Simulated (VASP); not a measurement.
# Ta (Im-3m) in VASP: a series of runs

Runs on Ta. Level: PBE. Tasks: single point, relaxation of cell and atoms.

Program: VASP 6.6.1. These are calculated values, not measurements. Logs are shortened: lines on timing, memory, paths and dates and some standing lists are left out, and cuts for length are marked.

### 1 The cell of the first run

It takes space group Im-3m (No. 229, cubic). Conventional cell: a = 3.320 Å, b = 3.320 Å, c = 3.320 Å, α = 90.00°, β = 90.00°, γ = 90.00°. Within 3.8 Å of Ta (site symmetry m-3m) lie 14 Ta at 2.88 to 3.32 Å.

### 2 Single point, PBE

The input, INCAR:

```
SYSTEM = Ta
  PREC = Accurate
  ENCUT = 520
  EDIFF = 1E-7
  ISMEAR = -1
  SIGMA = 0.1
  LREAL = .FALSE.
  LASPH = .TRUE.
  NELM = 80
  ALGO = Normal
  ISIF = 2
  LWAVE = .FALSE.
  LCHARG = .FALSE.
  GGA = PE
  NBANDS = 12
```

The input, KPOINTS:

```
regular mesh
0
G
  18 18 18
  0 0 0
```

The input, POSCAR:

```
Ta
1.0
   -1.6600479313      1.6600479313      1.6600479313
    1.6600479313     -1.6600479313      1.6600479313
    1.6600479313      1.6600479313     -1.6600479313
Ta
1
Direct
    0.0000000000      0.0000000000      0.0000000000
```

Potentials or basis: VASP PAW PBE potentials, release 64 (Ta_pv).

Run with:

```bash
$ cat potpaw_PBE.64/Ta_pv/POTCAR > POTCAR
$ mpirun -np 1 vasp_std > vasp.out
```

OUTCAR:

```text
SYSTEM = Ta
   PREC = Accurate
   ENCUT = 520
   EDIFF = 1E-7
   ISMEAR = -1
   LREAL = .FALSE.
   LASPH = .TRUE.
   NELM = 80
   ISIF = 2
   GGA = PE

 ion  position               nearest neighbor table
   1  0.000  0.000  0.000-

  LATTYP: Found a body centered cubic cell.
 ALAT       =     3.3200958626

  Lattice vectors:

 A1 = (  -1.6600479313,   1.6600479313,   1.6600479313)
 A2 = (   1.6600479313,  -1.6600479313,   1.6600479313)
 A3 = (   1.6600479313,   1.6600479313,  -1.6600479313)

Analysis of symmetry for initial positions (statically):
=====================================================================
 Subroutine PRICEL returns:
 Original cell was already a primitive cell.

 Routine SETGRP: Setting up the symmetry group for a
 body centered cubic supercell.

 Subroutine GETGRP returns: Found 48 space group operations
 (whereof 48 operations were pure point group operations)
 out of a pool of 48 trial point group operations.

The static configuration has the point symmetry O_h .

Analysis of symmetry for dynamics (positions and initial velocities):
=====================================================================
 Subroutine PRICEL returns:
 Original cell was already a primitive cell.

 Routine SETGRP: Setting up the symmetry group for a
 body centered cubic supercell.

 Subroutine GETGRP returns: Found 48 space group operations
 (whereof 48 operations were pure point group operations)
 out of a pool of 48 trial point group operations.

The dynamic configuration has the point symmetry O_h .

 Subroutine INISYM returns: Found 48 space group operations
 (whereof 48 operations are pure point group operations),
 and found     1 'primitive' translations

----------------------------------------------------------------------------------------

                                     Primitive cell

  volume of cell :      18.2988

  direct lattice vectors                    reciprocal lattice vectors
    -1.660047931  1.660047931  1.660047931     0.000000000  0.301196122  0.301196122
     1.660047931 -1.660047931  1.660047931     0.301196122  0.000000000  0.301196122
     1.660047931  1.660047931 -1.660047931     0.301196122  0.301196122  0.000000000

  length of vectors
     2.875287360  2.875287360  2.875287360     0.425955641  0.425955641  0.425955641

  position of ions in fractional coordinates (direct lattice)
     0.000000000  0.000000000  0.000000000

  ion indices of the primitive-cell ions
   primitive index   ion index
                 1           1

----------------------------------------------------------------------------------------

 KPOINTS: regular mesh

Automatic generation of k-mesh.
 Grid dimensions read from file:
 generate k-points for:   18   18   18

 Generating k-lattice:

  Cartesian coordinates                     Fractional coordinates (reciprocal lattice)
     0.000000000  0.016733118  0.016733118     0.055555556  0.000000000  0.000000000
     0.016733118  0.000000000  0.016733118     0.000000000  0.055555556  0.000000000
     0.016733118  0.016733118  0.000000000     0.000000000  0.000000000  0.055555556

  Length of vectors
     0.023664202  0.023664202  0.023664202

  Shift w.r.t. Gamma in fractional coordinates (k-lattice)
     0.000000000  0.000000000  0.000000000

 Subroutine IBZKPT returns following result:
 ===========================================

 Found    195 irreducible k-points:

 Following reciprocal coordinates:
            Coordinates               Weight
  0.000000  0.000000  0.000000      1.000000
  0.055556  0.000000  0.000000     12.000000
  0.111111  0.000000  0.000000     12.000000
  0.166667  0.000000  0.000000     12.000000
  0.222222  0.000000  0.000000     12.000000
  0.277778  0.000000  0.000000     12.000000
[... 16 lines left out ...]
  0.333333  0.111111  0.000000     48.000000
  0.388889  0.111111 -0.000000     48.000000
 [... further k-points ...]
   k-points           NKPTS =    195   k-points in BZ     NKDIM =    195   number of bands    NBANDS=     12
   number of dos      NEDOS =    301   number of ions     NIONS =      1
   total plane-waves  NPLWV =  13824
   dimension x,y,z NGX =    24 NGY =   24 NGZ =   24
   dimension x,y,z NGXF=    48 NGYF=   48 NGZF=   48
   ions per type =               1
   NGX,Y,Z   is equivalent  to a cutoff of  13.88, 13.88, 13.88 a.u.
   NGXF,Y,Z  is equivalent  to a cutoff of  27.75, 27.75, 27.75 a.u.
 SYSTEM =  Ta
   PREC   = accura    normal or accurate (medium, high low for compatibility)
   ISTART =      0    job   : 0-new  1-cont  2-samecut
   ICHARG =      2    charge: 1-file 2-atom 10-const
   ISPIN  =      1    spin polarized calculation?
   LNONCOLLINEAR =      F non collinear calculations
   LSORBIT =      F    spin-orbit coupling
   LASPH  =      T    aspherical Exc in radial PAW
   ENCUT  =  520.0 eV  38.22 Ry    6.18 a.u.   5.35  5.35  5.35*2*pi/ulx,y,z
   NELM   =     80;   NELMIN=  2; NELMDL= -5     # of ELM steps
   EDIFF  = 0.1E-06   stopping-criterion for ELM
   LREAL  =      F    real-space projection
   EDIFFG = 0.1E-05   stopping-criterion for IOM
   NSW    =      0    number of steps for IOM
   IBRION =     -1    ionic relax: 0-MD 1-quasi-New 2-CG
   NFREE  =      0    steps in history (QN), initial steepest desc. (CG)
   ISIF   =      2    stress and relaxation
   ISYM   =      2    0-nonsym 1-usesym 2-fastsym
   POTIM  = 0.5000    time-step for ionic-motion
   TEBEG  =    0.0;   TEEND  =   0.0 temperature during run
   PSTRESS=    0.0 pullay stress
   NELECT =      11.0000    total number of electrons
   NUPDOWN=      -1.0000    fix difference up-down
   EMIN   =  10.00;   EMAX   =-10.00  energy-range for DOS
   EFERMI =   0.00;   METHOD = LEGACY
   ISMEAR =    -1;   SIGMA  =   0.10  broadening in eV -4-tet -1-fermi 0-gaus
   EFERMI_NEDOS =   21; number of points for ismear=-14 and -15
   IALGO  =     38    algorithm
   IMIX   =      4    mixing-type and parameters
     AMIX     =   0.40;   BMIX     =  1.00
     AMIX_MAG =   1.60;   BMIX_MAG =  1.00
  volume/ion in A,a.u.               =      18.30       123.49
  Fermi-wavevector in a.u.,A,eV,Ry     =   1.381651  2.610942 25.972980  1.908960
  Thomas-Fermi vector in A             =   2.506416
   LORBIT       =      0    0 simple, 1 ext, 2 COOP (PROOUT), +10 PAW based schemes
   GGA     = PE    functional components
   LHFCALC =     F    Hartree Fock is set to
   AEXX    =    0.0000 exact exchange contribution
   IVDW    =     0    specifies the selected vdW correction
   LEPSILON=     F    determine dielectric tensor
   LRPA    =     F    only Hartree local field effects (RPA)
 non-spin polarized calculation
  energy-cutoff  :      520.00
  volume of cell :       18.30
 maximum number of plane-waves:       531
 NGX is ok and might be reduce to    24
   NGX = 11   NGY = 11   NGZ = 11

 number of electron      11.0000000 magnetization

 Free energy of the ion-electron system (eV)
  ---------------------------------------------------
  ext. energy  EPLUGINS =         0.00000000
  ---------------------------------------------------
  free energy    TOTEN  =       -11.83466449 eV

  energy without entropy =      -11.79075130  energy(sigma->0) =      -11.81270789

 E-fermi :   5.3750     XC(G=0): -12.5371

 val. band max:        5.3694967125   @ k =   0.3333   0.1667   0.0556
 cond. band min:       5.3864794433   @ k =  -0.2778   0.3889   0.1111
 fundamental gap:      0.0169827308
 Fermi energy:         5.3750106618

 k-point     1 :       0.0000    0.0000    0.0000
  band No.  band energies     occupation
      1     -27.7733      2.00000
      2     -27.7733      2.00000
      3     -27.7733      2.00000
      4      -2.4965      2.00000
      5       6.0942      0.00150
      6       6.0942      0.00150
      7       6.0942      0.00150
      8       9.3114      0.00000
      9       9.3114      0.00000
     10      20.0051      0.00000
     11      20.2947      0.00000
     12      20.2947      0.00000

 k-point     2 :       0.0556    0.0000    0.0000
  band No.  band energies     occupation
      1     -27.8098      2.00000
      2     -27.7846      2.00000
      3     -27.7735      2.00000
      4      -2.3607      2.00000
      5       6.0057      0.00364
      6       6.0694      0.00193
      7       6.2268      0.00040
      8       9.1663      0.00000
      9       9.3117      0.00000
     10      20.0051      0.00000
     11      20.4174      0.00000
     12      20.5332      0.00000

 k-point     3 :       0.1111    0.0000    0.0000
  band No.  band energies     occupation
      1     -27.9137      2.00000
      2     -27.8169      2.00000
      3     -27.7740      2.00000
      4      -1.9670      2.00000
      5       5.7618      0.04095
      6       5.9642      0.00551
      7       6.6203      0.00001
      8       8.8611      0.00000
      9       9.3197      0.00000
     10      20.0048      0.00000
     11      20.7242      0.00000
     12      21.2251      0.00000
[... 286 lines left out ...]
 k-point    23 :       0.3333    0.1111    0.0000
  band No.  band energies     occupation
      1     -28.7422      2.00000
      2     -28.1266      2.00000
      3     -27.8274      2.00000
      4       1.3547      2.00000
      5       4.1111      1.99999
      6       5.4075      0.83906
      7       8.9924      0.00000
      8      10.1416      0.00000
      9      12.1246      0.00000
     10      17.6080      0.00000
     11      18.9665      0.00000
     12      20.0151      0.00000

 k-point    24 :       0.3889    0.1111   -0.0000
  band No.  band energies     occupation
      1     -28.8182      2.00000
      2     -28.1643      2.00000
      3     -27.8286      2.00000
      4       1.4347      2.00000
      5       3.9795      2.00000
      6       5.9725      0.00507
      7       9.0571      0.00000
      8      10.3223      0.00000
      9      13.1046      0.00000
     10      16.6265      0.00000
     11      18.2475      0.00000
     12      20.0123      0.00000

 [... further k-points ...]

------------------------ aborting loop because EDIFF is reached ----------------------------------------

  FORCE on cell =-STRESS in cart. coord.  units (eV):
  Direction    XX          YY          ZZ          XY          YZ          ZX
  --------------------------------------------------------------------------------------
  -------------------------------------------------------------------------------------
  Total        0.0109063      0.0109063      0.0109063     -0.0000000     -0.0000000      0.0000000
  in kB        0.9549166      0.9549166      0.9549166     -0.0000000     -0.0000000      0.0000000
  external PRESSURE =       0.9549166 kB  Pullay stress =       0.0000000 kB

 VOLUME and BASIS-vectors are now :
 -----------------------------------------------------------------------------
  energy-cutoff  :      520.00
  volume of cell :       18.30
      direct lattice vectors                 reciprocal lattice vectors
    -1.660047931  1.660047931  1.660047931     0.000000000  0.301196122  0.301196122
     1.660047931 -1.660047931  1.660047931     0.301196122  0.000000000  0.301196122
     1.660047931  1.660047931 -1.660047931     0.301196122  0.301196122  0.000000000

 POSITION                                       TOTAL-FORCE (eV/Angst)
 -----------------------------------------------------------------------------------
      0.00000      0.00000      0.00000        -0.000000     -0.000000      0.000000
 -----------------------------------------------------------------------------------
    total drift:                                0.000000      0.000000     -0.000000

  FREE ENERGIE OF THE ION-ELECTRON SYSTEM (eV)
  ---------------------------------------------------
  free  energy   TOTEN  =       -11.8346644895 eV

  energy  without entropy=      -11.7907512967  energy(sigma->0) =      -11.81270789
```

Run time: 18 s. Hardware: 1 thread of Intel Xeon Platinum 8488C (Sapphire Rapids), shared host; peak memory 0.17 GiB.

Results:

- Free energy: -11.8347 eV
- Pressure: 0.1 GPa

Caveat: spin-orbit coupling is left out, which moves the levels of the heavy elements.

(Continued in part 2 of 3.)
